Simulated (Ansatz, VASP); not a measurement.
**Two plane-wave programs on Si3Ag**

```
Si Ag
1.0
     0.00000    3.19524    3.19524
     3.19524    0.00000    3.19524
     3.19524    3.19524    0.00000
Si Ag
3 1
Direct
  0.00000 0.00000 0.00000
  0.25000 0.25000 0.25000
  0.75000 0.75000 0.75000
  0.50000 0.50000 0.50000
```

Alike in both runs: functional PBE; k mesh 6 × 6 × 6; occupations gaussian, width 0.1 eV; no spin polarisation.

Ansatz relaxed the structure, and its values are those at the end. VASP's run is a single point on that final structure, the one shown.

|  | VASP | Ansatz |
| --- | --- | --- |
| version | VASP 6.6.1 | Ansatz 0.2.0 |
| potentials or method | VASP PAW PBE potentials, release 64 (Si, Ag), cutoff 520 eV | scalar-relativistic, plane waves, PAW |
| valence electrons in the cell | 23 | 31 |

VASP gave:

```
gap on the k mesh at the Fermi level (eV) : none
pressure (GPa)                            : -0.1
```

**Question.** What did Ansatz give for the same quantities?

**Answer.** gap on the k mesh at the Fermi level (eV): none; pressure (GPa): 0.0.

A gap of «none» marks a metal or a gap that the smearing closes. The functional is the same, so the differences come from potentials, cutoffs and numerics. VASP's potentials hold 23 valence electrons a cell and Ansatz's 31, so a difference there can come from the potentials and not from the codes.
